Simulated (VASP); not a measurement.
# GaN in VASP: settings compared

Aim: see how the results for GaN move with the level of theory and the settings. Levels: PBE, r2SCAN. Tasks: single point.

Program: VASP 6.6.1. These are calculated values, not measurements. Logs are shortened: lines on timing, memory, paths and dates and some standing lists are left out, and cuts for length are marked.

### Step 1. The cell of the first run

The structure is cubic, space group Fm-3m (No. 225). Conventional cell: a = 4.133 Å, b = 4.133 Å, c = 4.133 Å, α = 90.00°, β = 90.00°, γ = 90.00°. Within 2.7 Å of Ga (site symmetry m-3m) lie 6 N at 2.07 Å. Within 2.7 Å of N (site symmetry m-3m) lie 6 Ga at 2.07 Å.

### Step 2. Single point, PBE (strain -2.0%)

File INCAR:

```
SYSTEM = GaN
PREC     = Accurate       ! precision mode
ENCUT    = 520            ! plane-wave cutoff, eV
EDIFF    = 1E-6           ! SCF threshold, eV
ISMEAR   = 0              ! smearing method
SIGMA    = 0.01           ! smearing width, eV
LREAL    = .FALSE.        ! projectors in reciprocal space
LASPH    = .TRUE.         ! aspherical terms in the spheres
NELM     = 60             ! most SCF steps
ALGO     = Normal         ! electronic algorithm
ISIF     = 2              ! what is computed and relaxed
LWAVE    = .FALSE.        ! write WAVECAR
LCHARG   = .FALSE.        ! write CHGCAR
GGA      = PE             ! functional
NBANDS   = 16             ! bands
```

File KPOINTS:

```
Automatic mesh
0
G
  6 6 6
  0 0 0
```

File POSCAR:

```
GaN
1.0
    0.0000000000      2.0663449315      2.0663449315
    2.0663449315      0.0000000000      2.0663449315
    2.0663449315      2.0663449315      0.0000000000
Ga N
1 1
Direct
    0.0000000000      0.0000000000      0.0000000000
    0.5000000000      0.5000000000      0.5000000000
```

Potentials or basis: VASP PAW PBE potentials, release 64 (Ga_d, N).

Launch:

```bash
$ cat potpaw_PBE.64/Ga_d/POTCAR potpaw_PBE.64/N/POTCAR > POTCAR
$ mpirun -np 1 vasp_std > vasp.out
```

OUTCAR:

```text
SYSTEM = GaN
   PREC = Accurate
   ENCUT = 520
   EDIFF = 1E-6
   ISMEAR = 0
   LREAL = .FALSE.
   LASPH = .TRUE.
   NELM = 60
   ISIF = 2
   GGA = PE

 ion  position               nearest neighbor table
   1  0.000  0.000  0.000-   2 2.07   2 2.07   2 2.07   2 2.07   2 2.07   2 2.07
   2  0.500  0.500  0.500-   1 2.07   1 2.07   1 2.07   1 2.07   1 2.07   1 2.07

  LATTYP: Found a face centered cubic cell.
 ALAT       =     4.1326898630

  Lattice vectors:

 A1 = (   0.0000000000,   2.0663449315,   2.0663449315)
 A2 = (   2.0663449315,   0.0000000000,   2.0663449315)
 A3 = (   2.0663449315,   2.0663449315,   0.0000000000)

Analysis of symmetry for initial positions (statically):
=====================================================================
 Subroutine PRICEL returns:
 Original cell was already a primitive cell.

 Routine SETGRP: Setting up the symmetry group for a
 face centered cubic supercell.

 Subroutine GETGRP returns: Found 48 space group operations
 (whereof 48 operations were pure point group operations)
 out of a pool of 48 trial point group operations.

The static configuration has the point symmetry O_h .

Analysis of symmetry for dynamics (positions and initial velocities):
=====================================================================
 Subroutine PRICEL returns:
 Original cell was already a primitive cell.

 Routine SETGRP: Setting up the symmetry group for a
 face centered cubic supercell.

 Subroutine GETGRP returns: Found 48 space group operations
 (whereof 48 operations were pure point group operations)
 out of a pool of 48 trial point group operations.

The dynamic configuration has the point symmetry O_h .

 Subroutine INISYM returns: Found 48 space group operations
 (whereof 48 operations are pure point group operations),
 and found     1 'primitive' translations

----------------------------------------------------------------------------------------

                                     Primitive cell

  volume of cell :      17.6457

  direct lattice vectors                    reciprocal lattice vectors
     0.000000000  2.066344932  2.066344932    -0.241973154  0.241973154  0.241973154
     2.066344932  0.000000000  2.066344932     0.241973154 -0.241973154  0.241973154
     2.066344932  2.066344932  0.000000000     0.241973154  0.241973154 -0.241973154

  length of vectors
     2.922253027  2.922253027  2.922253027     0.419109797  0.419109797  0.419109797

  position of ions in fractional coordinates (direct lattice)
[... 8 lines left out ...]
----------------------------------------------------------------------------------------

 KPOINTS: Automatic mesh

Automatic generation of k-mesh.
 Grid dimensions read from file:
 generate k-points for:    6    6    6

 Generating k-lattice:

  Cartesian coordinates                     Fractional coordinates (reciprocal lattice)
    -0.040328859  0.040328859  0.040328859     0.166666667  0.000000000  0.000000000
     0.040328859 -0.040328859  0.040328859     0.000000000  0.166666667  0.000000000
     0.040328859  0.040328859 -0.040328859     0.000000000  0.000000000  0.166666667

  Length of vectors
     0.069851633  0.069851633  0.069851633

  Shift w.r.t. Gamma in fractional coordinates (k-lattice)
     0.000000000  0.000000000  0.000000000

 Subroutine IBZKPT returns following result:
 ===========================================

 Found     16 irreducible k-points:

 Following reciprocal coordinates:
            Coordinates               Weight
  0.000000  0.000000  0.000000      1.000000
  0.166667  0.000000  0.000000      8.000000
  0.333333  0.000000  0.000000      8.000000
  0.500000  0.000000  0.000000      4.000000
  0.166667  0.166667  0.000000      6.000000
  0.333333  0.166667  0.000000     24.000000
[... 8 lines left out ...]
 -0.333333  0.333333  0.166667     24.000000
 -0.333333  0.500000  0.166667     12.000000
   k-points           NKPTS =     16   k-points in BZ     NKDIM =     16   number of bands    NBANDS=     16
   number of dos      NEDOS =    301   number of ions     NIONS =      2
   total plane-waves  NPLWV =  13824
   dimension x,y,z NGX =    24 NGY =   24 NGZ =   24
   dimension x,y,z NGXF=    48 NGYF=   48 NGZF=   48
   ions per type =               1   1
   NGX,Y,Z   is equivalent  to a cutoff of  13.65, 13.65, 13.65 a.u.
   NGXF,Y,Z  is equivalent  to a cutoff of  27.31, 27.31, 27.31 a.u.
 SYSTEM =  GaN
   PREC   = accura    normal or accurate (medium, high low for compatibility)
   ISTART =      0    job   : 0-new  1-cont  2-samecut
   ICHARG =      2    charge: 1-file 2-atom 10-const
   ISPIN  =      1    spin polarized calculation?
   LNONCOLLINEAR =      F non collinear calculations
   LSORBIT =      F    spin-orbit coupling
   LASPH  =      T    aspherical Exc in radial PAW
   ENCUT  =  520.0 eV  38.22 Ry    6.18 a.u.   5.43  5.43  5.43*2*pi/ulx,y,z
   NELM   =     60;   NELMIN=  2; NELMDL= -5     # of ELM steps
   EDIFF  = 0.1E-05   stopping-criterion for ELM
   LREAL  =      F    real-space projection
   EDIFFG = 0.1E-04   stopping-criterion for IOM
   NSW    =      0    number of steps for IOM
   IBRION =     -1    ionic relax: 0-MD 1-quasi-New 2-CG
   NFREE  =      0    steps in history (QN), initial steepest desc. (CG)
   ISIF   =      2    stress and relaxation
   ISYM   =      2    0-nonsym 1-usesym 2-fastsym
   POTIM  = 0.5000    time-step for ionic-motion
   TEBEG  =    0.0;   TEEND  =   0.0 temperature during run
   PSTRESS=    0.0 pullay stress
   NELECT =      18.0000    total number of electrons
   NUPDOWN=      -1.0000    fix difference up-down
   EMIN   =  10.00;   EMAX   =-10.00  energy-range for DOS
   EFERMI =   0.00;   METHOD = LEGACY
   ISMEAR =     0;   SIGMA  =   0.01  broadening in eV -4-tet -1-fermi 0-gaus
   EFERMI_NEDOS =   21; number of points for ismear=-14 and -15
   IALGO  =     38    algorithm
   IMIX   =      4    mixing-type and parameters
     AMIX     =   0.40;   BMIX     =  1.00
     AMIX_MAG =   1.60;   BMIX_MAG =  1.00
  volume/ion in A,a.u.               =       8.82        59.54
  Fermi-wavevector in a.u.,A,eV,Ry     =   1.647983  3.114237 36.951375  2.715849
  Thomas-Fermi vector in A             =   2.737350
   LORBIT       =      0    0 simple, 1 ext, 2 COOP (PROOUT), +10 PAW based schemes
   GGA     = PE    functional components
   LHFCALC =     F    Hartree Fock is set to
   AEXX    =    0.0000 exact exchange contribution
   IVDW    =     0    specifies the selected vdW correction
   LEPSILON=     F    determine dielectric tensor
   LRPA    =     F    only Hartree local field effects (RPA)
 non-spin polarized calculation
 Gauss-broadening in eV      SIGMA  =   0.01
  energy-cutoff  :      520.00
  volume of cell :       17.65
 maximum number of plane-waves:       531
 NGX is ok and might be reduce to    24
   NGX = 11   NGY = 11   NGZ = 11

 number of electron      17.9999993 magnetization

 Free energy of the ion-electron system (eV)
  ---------------------------------------------------
  ext. energy  EPLUGINS =         0.00000000
  ---------------------------------------------------
  free energy    TOTEN  =       -11.05390190 eV

  energy without entropy =      -11.05390190  energy(sigma->0) =      -11.05390190

 E-fermi :   8.8929     XC(G=0): -13.4674

 val. band max:        8.7843343930   @ k =  -0.1667   0.1667   0.0000
 cond. band min:       9.8013778560   @ k =   0.5000   0.5000   0.0000
 fundamental gap:      1.0170434630
 Fermi energy:         8.8929124235

 k-point     1 :       0.0000    0.0000    0.0000
  band No.  band energies     occupation
      1      -9.2275      2.00000
      2      -5.2084      2.00000
      3      -5.2084      2.00000
      4      -5.2084      2.00000
      5      -5.0958      2.00000
      6      -5.0958      2.00000
[... 8 lines left out ...]
     15      25.5883      0.00000
     16      25.5883      0.00000

 k-point     2 :       0.1667    0.0000    0.0000
  band No.  band energies     occupation
      1      -8.6558      2.00000
      2      -5.2370      2.00000
      3      -5.2091      2.00000
      4      -5.2091      2.00000
      5      -5.1078      2.00000
      6      -5.1078      2.00000
[... 8 lines left out ...]
     15      25.9471      0.00000
     16      25.9471      0.00000

 k-point     3 :       0.3333    0.0000    0.0000
  band No.  band energies     occupation
      1      -7.1321      2.00000
      2      -5.3402      2.00000
      3      -5.3402      2.00000
      4      -5.3108      2.00000
      5      -4.9976      2.00000
      6      -4.9976      2.00000
[... 8 lines left out ...]
     15      29.0470      0.00000
     16      29.0470      0.00000

 k-point     4 :       0.5000    0.0000    0.0000
  band No.  band energies     occupation
      1      -5.7932      2.00000
      2      -5.5095      2.00000
      3      -5.4110      2.00000
      4      -5.4110      2.00000
      5      -4.9350      2.00000
      6      -4.9350      2.00000
[... 8 lines left out ...]
     15      32.8971      0.00000
     16      32.8971      0.00000
[... 172 lines left out ...]
 k-point    14 :       0.5000    0.3333    0.1667
  band No.  band energies     occupation
      1      -6.9684      2.00000
      2      -5.3056      2.00000
      3      -5.2410      2.00000
      4      -5.1041      2.00000
      5      -4.9714      2.00000
      6      -4.0670      2.00000
[... 8 lines left out ...]
     15      31.7227      0.00000
     16      34.0849      0.00000

 k-point    15 :      -0.3333    0.3333    0.1667
  band No.  band energies     occupation
      1      -6.7914      2.00000
      2      -5.3121      2.00000
      3      -5.1989      2.00000
      4      -5.1887      2.00000
      5      -4.9125      2.00000
      6      -3.0760      2.00000
[... 8 lines left out ...]
     15      28.3705      0.00000
     16      35.8167      0.00000

 k-point    16 :      -0.3333    0.5000    0.1667
  band No.  band energies     occupation
      1      -7.0438      2.00000
      2      -5.3363      2.00000
      3      -5.1270      2.00000
      4      -5.0631      2.00000
      5      -4.8694      2.00000
      6      -2.2485      2.00000
[... 8 lines left out ...]
     15      31.4079      0.00000
     16      37.9143      0.00000

------------------------ aborting loop because EDIFF is reached ----------------------------------------

  FORCE on cell =-STRESS in cart. coord.  units (eV):
  Direction    XX          YY          ZZ          XY          YZ          ZX
  --------------------------------------------------------------------------------------
  -------------------------------------------------------------------------------------
  Total        2.8858571      2.8858571      2.8858571      0.0000000      0.0000000     -0.0000000
  in kB      262.0275462    262.0275462    262.0275462      0.0000000      0.0000000     -0.0000000
  external PRESSURE =     262.0275462 kB  Pullay stress =       0.0000000 kB

 VOLUME and BASIS-vectors are now :
 -----------------------------------------------------------------------------
  energy-cutoff  :      520.00
  volume of cell :       17.65
      direct lattice vectors                 reciprocal lattice vectors
     0.000000000  2.066344932  2.066344932    -0.241973154  0.241973154  0.241973154
     2.066344932  0.000000000  2.066344932     0.241973154 -0.241973154  0.241973154
     2.066344932  2.066344932  0.000000000     0.241973154  0.241973154 -0.241973154

 POSITION                                       TOTAL-FORCE (eV/Angst)
 -----------------------------------------------------------------------------------
      0.00000      0.00000      0.00000        -0.000000     -0.000000     -0.000000
      2.06634      2.06634      2.06634         0.000000      0.000000      0.000000
 -----------------------------------------------------------------------------------
    total drift:                                0.000000     -0.000000     -0.000000

  FREE ENERGIE OF THE ION-ELECTRON SYSTEM (eV)
  ---------------------------------------------------
  free  energy   TOTEN  =       -11.0539019022 eV

  energy  without entropy=      -11.0539019022  energy(sigma->0) =      -11.05390190
```

Run time: 6.6 s. Hardware: 1 thread of Intel Xeon 6975P-C, shared host; peak memory 0.14 GiB.

What came out:

- Free energy: -11.0539 eV
- Pressure: 26.2 GPa
- Band gap on the k mesh: 1.02 eV, indirect (least direct gap 3.63 eV)

Levels at points of the mesh, in eV from the valence-band top:
| k point | band 6 | band 7 | band 8 | band 9 | band 10 | band 11 | band 12 | band 13 |
| --- | --- | --- | --- | --- | --- | --- | --- | --- |
| (0.00, 0.00, 0.00) | -13.88 | -0.60 | -0.60 | -0.60 | 3.03 | 15.11 | 15.11 | 15.11 |
| (0.50, 0.00, 0.00) | -13.72 | -8.61 | -0.17 | -0.17 | 4.98 | 9.48 | 9.48 | 10.32 |
| (0.50, 0.50, 0.00) | -10.83 | -7.67 | -3.31 | -3.31 | 1.02 | 7.89 | 12.61 | 15.39 |

Caveat: the k points lie up to 0.44 Å⁻¹ apart; the cell differs from its parent crystal (strain -2.0%). A k mesh can miss the band edges.

(Continued in part 2 of 2.)
